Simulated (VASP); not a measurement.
# PbS in VASP: further runs

Runs on PbS. Level: PBE. Tasks: electric field gradients.

Everything below comes from runs of VASP 6.6.1. Logs are shortened: lines on timing, memory, paths and dates and some standing lists are left out, and cuts for length are marked.

### 1 The cell of the first run

The cell holds a slab with vacuum, 4 atoms: a = 4.171 Å, b = 4.089 Å, c = 11.782 Å, α = 95.33°, β = 93.79°, γ = 89.21°.

### 2 Electric field gradients, PBE (equal xy, yz and zx shear strains of -2 %)

File INCAR:

```
PREC = Accurate
ENCUT = 520
EDIFF = 1E-8
ISMEAR = -1
SIGMA = 0.01
LREAL = F
LASPH = T
NELM = 100
ALGO = Normal
ISIF = 2
LWAVE = F
LCHARG = F
GGA = PE
LEFG = T
NBANDS = 28
```

File KPOINTS:

```
Automatic mesh
0
Gamma
  7 7 3
```

File POSCAR:

```
PbS
1.0
    2.9695000000     -2.9294050000     -0.0004050000
    2.9115000000      2.8705950000     -0.0584050000
   -1.1971429000     -0.1062924000     11.7200905000
Pb S
2 2
Direct
    0.7756000000      0.7756000000      0.6363800000
    0.2244000000      0.2244000000      0.3636200000
    0.2684000000      0.2684000000      0.5986000000
    0.7316000000      0.7316000000      0.4014000000
```

Potentials or basis: VASP PAW PBE potentials, release 64 (Pb_d, S).

Command:

```bash
$ cat potpaw_PBE.64/Pb_d/POTCAR potpaw_PBE.64/S/POTCAR > POTCAR
$ mpirun -np 1 vasp_std > vasp.out
```

OUTCAR:

```text
PREC = Accurate
   ENCUT = 520
   EDIFF = 1E-8
   ISMEAR = -1
   LREAL = F
   LASPH = T
   NELM = 100
   ISIF = 2
   GGA = PE

 ion  position               nearest neighbor table
   1  0.776  0.776  0.636-   4 2.75   3 2.93   3 2.94   3 2.97   3 2.98
   2  0.224  0.224  0.364-   3 2.75   4 2.93   4 2.94   4 2.97   4 2.98
   3  0.268  0.268  0.599-   2 2.75   1 2.93   1 2.94   1 2.97   1 2.98
   4  0.732  0.732  0.401-   1 2.75   2 2.93   2 2.94   2 2.97   2 2.98

  LATTYP: Found a triclinic cell.
 ALAT       =    11.7815521272
 B/A-ratio  =     0.3470746448
 C/A-ratio  =     0.3540494540
 COS(alpha) =     0.0138707539
 COS(beta)  =     0.0660976034
 COS(gamma) =     0.0928915861

  Lattice vectors:

 A1 = (   1.1971429000,   0.1062924000, -11.7200905000)
 A2 = (   2.9115000000,   2.8705950000,  -0.0584050000)
 A3 = (   2.9695000000,  -2.9294050000,  -0.0004050000)

Analysis of symmetry for initial positions (statically):
=====================================================================
 Subroutine PRICEL returns:
 Original cell was already a primitive cell.

 Routine SETGRP: Setting up the symmetry group for a
 triclinic supercell.

 Subroutine GETGRP returns: Found  2 space group operations
 (whereof  2 operations were pure point group operations)
 out of a pool of  2 trial point group operations.

The static configuration has the point symmetry S_2 .

Analysis of symmetry for dynamics (positions and initial velocities):
=====================================================================
 Subroutine PRICEL returns:
 Original cell was already a primitive cell.

 Routine SETGRP: Setting up the symmetry group for a
 triclinic supercell.

 Subroutine GETGRP returns: Found  2 space group operations
 (whereof  2 operations were pure point group operations)
 out of a pool of  2 trial point group operations.

The dynamic configuration has the point symmetry S_2 .

 Subroutine INISYM returns: Found  2 space group operations
 (whereof  2 operations are pure point group operations),
 and found     1 'primitive' translations

----------------------------------------------------------------------------------------

                                     Primitive cell

  volume of cell :     199.6405

  direct lattice vectors                    reciprocal lattice vectors
     2.969500000 -2.929405000 -0.000405000     0.168490020 -0.170572259  0.015663369
     2.911500000  2.870595000 -0.058405000     0.171973831  0.174325003  0.019147179
    -1.197142900 -0.106292400 11.720090500     0.000862824  0.000862824  0.085419531

  length of vectors
     4.171252098  4.089078019 11.781552127     0.240268857  0.245623329  0.085428246

  position of ions in fractional coordinates (direct lattice)
     0.775600000  0.775600000  0.636380000
     0.224400000  0.224400000  0.363620000
     0.268400000  0.268400000  0.598600000
     0.731600000  0.731600000  0.401400000

  ion indices of the primitive-cell ions
   primitive index   ion index
                 1           1
                 2           2
                 3           3
                 4           4

----------------------------------------------------------------------------------------

 KPOINTS: Automatic mesh

Automatic generation of k-mesh.
 Grid dimensions read from file:
 generate k-points for:    7    7    3

 Generating k-lattice:

  Cartesian coordinates                     Fractional coordinates (reciprocal lattice)
[... 41 lines left out ...]
 [... further k-points ...]
   k-points           NKPTS =     74   k-points in BZ     NKDIM =     74   number of bands    NBANDS=     28
   number of dos      NEDOS =    301   number of ions     NIONS =      4
   total plane-waves  NPLWV =  86400
   dimension x,y,z NGX =    32 NGY =   30 NGZ =   90
   dimension x,y,z NGXF=    64 NGYF=   60 NGZF=  180
   ions per type =               2   2
   NGX,Y,Z   is equivalent  to a cutoff of  12.75, 12.20, 12.70 a.u.
   NGXF,Y,Z  is equivalent  to a cutoff of  25.51, 24.39, 25.40 a.u.
 SYSTEM =  unknown system
   PREC   = accura    normal or accurate (medium, high low for compatibility)
   ISTART =      0    job   : 0-new  1-cont  2-samecut
   ICHARG =      2    charge: 1-file 2-atom 10-const
   ISPIN  =      1    spin polarized calculation?
   LNONCOLLINEAR =      F non collinear calculations
   LSORBIT =      F    spin-orbit coupling
   LASPH  =      T    aspherical Exc in radial PAW
   ENCUT  =  520.0 eV  38.22 Ry    6.18 a.u.   7.76  7.60 21.91*2*pi/ulx,y,z
   NELM   =    100;   NELMIN=  2; NELMDL= -5     # of ELM steps
   EDIFF  = 0.1E-07   stopping-criterion for ELM
   LREAL  =      F    real-space projection
   EDIFFG = 0.1E-06   stopping-criterion for IOM
   NSW    =      0    number of steps for IOM
   IBRION =     -1    ionic relax: 0-MD 1-quasi-New 2-CG
   NFREE  =      0    steps in history (QN), initial steepest desc. (CG)
   ISIF   =      2    stress and relaxation
   ISYM   =      2    0-nonsym 1-usesym 2-fastsym
   POTIM  = 0.5000    time-step for ionic-motion
   TEBEG  =    0.0;   TEEND  =   0.0 temperature during run
   PSTRESS=    0.0 pullay stress
   NELECT =      40.0000    total number of electrons
   NUPDOWN=      -1.0000    fix difference up-down
   EMIN   =  10.00;   EMAX   =-10.00  energy-range for DOS
   EFERMI =   0.00;   METHOD = LEGACY
   ISMEAR =    -1;   SIGMA  =   0.01  broadening in eV -4-tet -1-fermi 0-gaus
   EFERMI_NEDOS =   21; number of points for ismear=-14 and -15
   IALGO  =     38    algorithm
   IMIX   =      4    mixing-type and parameters
     AMIX     =   0.40;   BMIX     =  1.00
     AMIX_MAG =   1.60;   BMIX_MAG =  1.00
  volume/ion in A,a.u.               =      49.91       336.81
  Fermi-wavevector in a.u.,A,eV,Ry     =   0.957955  1.810273 12.485776  0.917679
  Thomas-Fermi vector in A             =   2.087020
   LORBIT       =      0    0 simple, 1 ext, 2 COOP (PROOUT), +10 PAW based schemes
   GGA     = PE    functional components
   LHFCALC =     F    Hartree Fock is set to
   AEXX    =    0.0000 exact exchange contribution
   IVDW    =     0    specifies the selected vdW correction
   LEPSILON=     F    determine dielectric tensor
   LRPA    =     F    only Hartree local field effects (RPA)
 non-spin polarized calculation
  energy-cutoff  :      520.00
  volume of cell :      199.64
 maximum number of plane-waves:      5404
   NGX = 15   NGY = 15   NGZ = 43

 number of electron      40.0000008 magnetization

 Free energy of the ion-electron system (eV)
  ---------------------------------------------------
  ext. energy  EPLUGINS =         0.00000000
  ---------------------------------------------------
  free energy    TOTEN  =       -17.17796849 eV

  energy without entropy =      -17.17796849  energy(sigma->0) =      -17.17796849

 E-fermi :   0.9314     XC(G=0):  -5.9154

 val. band max:        0.7179977735   @ k =   0.4286  -0.0000   0.3333
 cond. band min:       1.9809459661   @ k =  -0.0000   0.0000   0.3333
 fundamental gap:      1.2629481926
 Fermi energy:         0.9313578166

 k-point     1 :       0.0000    0.0000    0.0000
  band No.  band energies     occupation
      1     -15.6243      2.00000
      2     -15.5445      2.00000
      3     -15.5435      2.00000
      4     -15.5308      2.00000
      5     -15.5046      2.00000
      6     -15.4992      2.00000
[... 733 lines left out ...]
     27       6.6453      0.00000
     28       7.5420      0.00000

 [... further k-points ...]

------------------------ aborting loop because EDIFF is reached ----------------------------------------

  FORCE on cell =-STRESS in cart. coord.  units (eV):
  Direction    XX          YY          ZZ          XY          YZ          ZX
  --------------------------------------------------------------------------------------
  -------------------------------------------------------------------------------------
  Total        0.6304377      1.7431987     -1.5082798      0.2863522      0.1314641      0.1209833
  in kB        5.0594600     13.9897166    -12.1044185      2.2980662      1.0550405      0.9709285
  external PRESSURE =       2.3149194 kB  Pullay stress =       0.0000000 kB

 VOLUME and BASIS-vectors are now :
 -----------------------------------------------------------------------------
  energy-cutoff  :      520.00
  volume of cell :      199.64
      direct lattice vectors                 reciprocal lattice vectors
     2.969500000 -2.929405000 -0.000405000     0.168490020 -0.170572259  0.015663369
     2.911500000  2.870595000 -0.058405000     0.171973831  0.174325003  0.019147179
    -1.197142900 -0.106292400 11.720090500     0.000862824  0.000862824  0.085419531

 POSITION                                       TOTAL-FORCE (eV/Angst)
 -----------------------------------------------------------------------------------
      3.79947     -0.11326      7.41282         0.005296      0.009699     -0.409353
      0.88439     -0.05185      4.24846        -0.005296     -0.009699      0.409353
      0.86185     -0.07941      6.99986         0.048800      0.052759     -0.065535
      3.82201     -0.08569      4.66142        -0.048800     -0.052759      0.065535
 -----------------------------------------------------------------------------------
    total drift:                                0.000000      0.000000      0.000000

  FREE ENERGIE OF THE ION-ELECTRON SYSTEM (eV)
  ---------------------------------------------------
  free  energy   TOTEN  =       -17.1779684881 eV

  energy  without entropy=      -17.1779684881  energy(sigma->0) =      -17.17796849

 Electric field gradients (V/A^2)
---------------------------------------------------------------------
 ion       V_xx      V_yy      V_zz      V_xy      V_xz      V_yz
---------------------------------------------------------------------
   1      95.322    38.116  -133.438     1.940    -2.332    -3.515
   2      95.322    38.116  -133.438     1.940    -2.332    -3.515
   3       0.325    -1.474     1.148    -3.730    -2.914    -3.214
   4       0.325    -1.474     1.148    -3.730    -2.914    -3.214
---------------------------------------------------------------------

 Electric field gradients after diagonalization (V/A^2)
 (convention: |V_zz| > |V_xx| > |V_yy|)
----------------------------------------------------------------------
 ion       V_xx      V_yy      V_zz     asymmetry (V_yy - V_xx)/ V_zz
----------------------------------------------------------------------
   1      95.414    38.119  -133.533       0.429
   2      95.414    38.119  -133.533       0.429
   3       3.680     3.097    -6.777       0.086
   4       3.680     3.097    -6.777       0.086
----------------------------------------------------------------------

           NMR quadrupolar parameters

 Cq : quadrupolar parameter    Cq=e*Q*V_zz/h
 eta: asymmetry parameters     (V_yy - V_xx)/ V_zz
 Q  : nuclear electric quadrupole moment in mb (millibarn)
----------------------------------------------------------------------
 ion       Cq(MHz)       eta       Q (mb)
----------------------------------------------------------------------
   1      -0.323       0.429       1.000
   2      -0.323       0.429       1.000
   3      -0.016       0.086       1.000
   4      -0.016       0.086       1.000
----------------------------------------------------------------------
```

It took 6.9 min on 1 thread of Intel Xeon Platinum 8259CL at 2.50GHz (Skylake/Cascade Lake), shared host; peak memory 0.5 GiB.

What came out:

| Quantity | Value |
| --- | --- |
| Free energy | -17.1780 eV |
| Largest force | 0.410 eV/Å |
| Band gap on the k mesh | 1.26 eV |
| Largest electric field gradient by atom | Pb -133.5; S -6.8 V/Å² |

Forces on the atoms (eV/Å):
```
Pb   0.005  0.010 -0.409
Pb  -0.005 -0.010  0.409
S    0.049  0.053 -0.066
S   -0.049 -0.053  0.066
```

Levels at points of the mesh, in eV from the valence-band top:
| k point | band 16 | band 17 | band 18 | band 19 | band 20 | band 21 | band 22 | band 23 | band 24 | band 25 |
| --- | --- | --- | --- | --- | --- | --- | --- | --- | --- | --- |
| (0.00, 0.00, 0.00) | -2.61 | -2.36 | -1.48 | -1.29 | 0.00 | 1.37 | 2.99 | 4.99 | 5.20 | 5.41 |

Electric field gradients, principal values (V/Å²):
```
atom   least  middle  greatest (by size)
1 Pb  38.119  95.414            -133.533
2 Pb  38.119  95.414            -133.533
 3 S   3.097   3.680              -6.777
 4 S   3.097   3.680              -6.777
```

Caveat: the cell differs from its parent crystal (equal xy, yz and zx shear strains of -2 %); there is no dipole correction, which matters where the two faces differ; without QUAD_EFG the Cq values of the log hold for a quadrupole moment of 1 mb, not for the nuclei; spin-orbit coupling is left out, which moves the levels of the heavy elements.

### 3 Electric field gradients, PBE (equal xy, yz and zx shear strains of -2 %)

File INCAR:

```
SYSTEM = PbS
PREC = Accurate
ENCUT = 520
EDIFF = 1E-8
ISMEAR = -1
SIGMA = 0.01
LREAL = .FALSE.
LASPH = .TRUE.
NELM = 60
ALGO = Normal
ISIF = 2
LWAVE = .FALSE.
LCHARG = .FALSE.
GGA = PE
LEFG = .TRUE.
NBANDS = 28
```

File KPOINTS:

```
regular mesh
0
G
  7 7 3
  0 0 0
```

POSCAR is that of step 2.

Potentials or basis: VASP PAW PBE potentials, release 64 (Pb_d, S).

Command:

```bash
$ cat potpaw_PBE.64/Pb_d/POTCAR potpaw_PBE.64/S/POTCAR > POTCAR
$ mpirun -np 1 vasp_std > vasp.out
```

OUTCAR:

```text
SYSTEM = PbS
   PREC = Accurate
   ENCUT = 520
   EDIFF = 1E-8
   ISMEAR = -1
   LREAL = .FALSE.
   LASPH = .TRUE.
   NELM = 60
   ISIF = 2
   GGA = PE

 ion  position               nearest neighbor table
   1  0.776  0.776  0.636-   4 2.75   3 2.93   3 2.94   3 2.97   3 2.98
   2  0.224  0.224  0.364-   3 2.75   4 2.93   4 2.94   4 2.97   4 2.98
   3  0.268  0.268  0.599-   2 2.75   1 2.93   1 2.94   1 2.97   1 2.98
   4  0.732  0.732  0.401-   1 2.75   2 2.93   2 2.94   2 2.97   2 2.98

  LATTYP: Found a triclinic cell.
 ALAT       =    11.7815521272
 B/A-ratio  =     0.3470746448
 C/A-ratio  =     0.3540494540
 COS(alpha) =     0.0138707539
 COS(beta)  =     0.0660976034
 COS(gamma) =     0.0928915861

  Lattice vectors:

 A1 = (   1.1971429000,   0.1062924000, -11.7200905000)
 A2 = (   2.9115000000,   2.8705950000,  -0.0584050000)
 A3 = (   2.9695000000,  -2.9294050000,  -0.0004050000)

[... 948 lines left out ...]

 POSITION                                       TOTAL-FORCE (eV/Angst)
 -----------------------------------------------------------------------------------
      3.79947     -0.11326      7.41282         0.005296      0.009699     -0.409353
      0.88439     -0.05185      4.24846        -0.005296     -0.009699      0.409353
      0.86185     -0.07941      6.99986         0.048800      0.052759     -0.065535
      3.82201     -0.08569      4.66142        -0.048800     -0.052759      0.065535
 -----------------------------------------------------------------------------------
    total drift:                                0.000000      0.000000      0.000000

  FREE ENERGIE OF THE ION-ELECTRON SYSTEM (eV)
  ---------------------------------------------------
  free  energy   TOTEN  =       -17.1779684881 eV

  energy  without entropy=      -17.1779684881  energy(sigma->0) =      -17.17796849

 Electric field gradients (V/A^2)
---------------------------------------------------------------------
 ion       V_xx      V_yy      V_zz      V_xy      V_xz      V_yz
---------------------------------------------------------------------
   1      95.322    38.116  -133.438     1.940    -2.332    -3.515
   2      95.322    38.116  -133.438     1.940    -2.332    -3.515
   3       0.325    -1.474     1.148    -3.730    -2.914    -3.214
   4       0.325    -1.474     1.148    -3.730    -2.914    -3.214
---------------------------------------------------------------------

 Electric field gradients after diagonalization (V/A^2)
 (convention: |V_zz| > |V_xx| > |V_yy|)
----------------------------------------------------------------------
 ion       V_xx      V_yy      V_zz     asymmetry (V_yy - V_xx)/ V_zz
----------------------------------------------------------------------
   1      95.414    38.119  -133.533       0.429
   2      95.414    38.119  -133.533       0.429
   3       3.680     3.097    -6.777       0.086
   4       3.680     3.097    -6.777       0.086
----------------------------------------------------------------------

           NMR quadrupolar parameters

 Cq : quadrupolar parameter    Cq=e*Q*V_zz/h
 eta: asymmetry parameters     (V_yy - V_xx)/ V_zz
 Q  : nuclear electric quadrupole moment in mb (millibarn)
----------------------------------------------------------------------
 ion       Cq(MHz)       eta       Q (mb)
----------------------------------------------------------------------
   1      -0.323       0.429       1.000
   2      -0.323       0.429       1.000
   3      -0.016       0.086       1.000
   4      -0.016       0.086       1.000
----------------------------------------------------------------------
```

stdout:

```text
POSCAR found type information on POSCAR PbS
 POSCAR found :  2 types and       4 ions
 scaLAPACK will be used
 LDA part: xc-table for (Slater+PW92), standard interpolation
 POSCAR, INCAR and KPOINTS ok, starting setup
 FFT: planning ... GRIDC
 FFT: planning ... GRID_SOFT
 FFT: planning ... GRID
 WAVECAR not read
 entering main loop
ion   1
     0.0000688    -0.0688334    -0.0411942    -1.1122509    -0.0368201    -0.0713578
     0.0000947    -0.0688334    -0.0411942    -1.1122508    -0.0368201    -0.0713578
     0.0001304    -0.0688334    -0.0411942    -1.1122508    -0.0368201    -0.0713578
     0.0001796    -0.0688333    -0.0411942    -1.1122507    -0.0368201    -0.0713578

     0.0000688    -1.7344235     3.2293317   105.7313939     2.1470474   -26.1497811
     0.0000947    -1.7352281     3.2254885   105.6127733     2.1441974   -26.1313043
     0.0001304    -1.7365251     3.2196398   105.4322064     2.1398522   -26.1035093
     0.0001796    -1.7385985     3.2107782   105.1585550     2.1332567   -26.0618797
[... 23 lines left out ...]
ion   4
     0.0000369     0.2201746     0.1885009    -0.0850731     0.1711494    -0.1030974
     0.0000508     0.2201746     0.1885009    -0.0850731     0.1711494    -0.1030974
     0.0000700     0.2201746     0.1885009    -0.0850731     0.1711494    -0.1030974
     0.0000964     0.2201746     0.1885009    -0.0850731     0.1711494    -0.1030974

     0.0000369     3.4536750     2.9805847    -1.0798239     2.7032875    -0.9082998
     0.0000508     3.4536690     2.9805795    -1.0798221     2.7032828    -0.9082983
     0.0000700     3.4536591     2.9805709    -1.0798190     2.7032750    -0.9082959
     0.0000964     3.4536427     2.9805567    -1.0798140     2.7032621    -0.9082918
```

Run time: 9.1 min. Hardware: 1 thread of Intel Xeon 8259CL, shared host; peak memory 0.5 GiB.

Results:

| Quantity | Value |
| --- | --- |
| Free energy | -17.1780 eV |
| Largest force | 0.410 eV/Å |
| Band gap on the k mesh | 1.26 eV |
| Largest electric field gradient by atom | Pb -133.5; S -6.8 V/Å² |

Forces in eV/Å, atoms in the order of the input:
```
Pb   0.005  0.010 -0.409
Pb  -0.005 -0.010  0.409
S    0.049  0.053 -0.066
S   -0.049 -0.053  0.066
```

Levels at points of the mesh, in eV from the valence-band top:
```tsv
k point	band 18	band 19	band 20	band 21	band 22	band 23
(0.00, 0.00, 0.00)	-1.48	-1.29	0.00	1.37	2.99	4.99
```

Electric field gradients, principal values (V/Å²):
| atom | least | middle | greatest (by size) |
| --- | --- | --- | --- |
| 1 Pb | 38.119 | 95.414 | -133.533 |
| 2 Pb | 38.119 | 95.414 | -133.533 |
| 3 S | 3.097 | 3.680 | -6.777 |
| 4 S | 3.097 | 3.680 | -6.777 |

Caveat: the cell differs from its parent crystal (equal xy, yz and zx shear strains of -2 %); there is no dipole correction, which matters where the two faces differ; without QUAD_EFG the Cq values of the log hold for a quadrupole moment of 1 mb, not for the nuclei; spin-orbit coupling is left out, which moves the levels of the heavy elements.
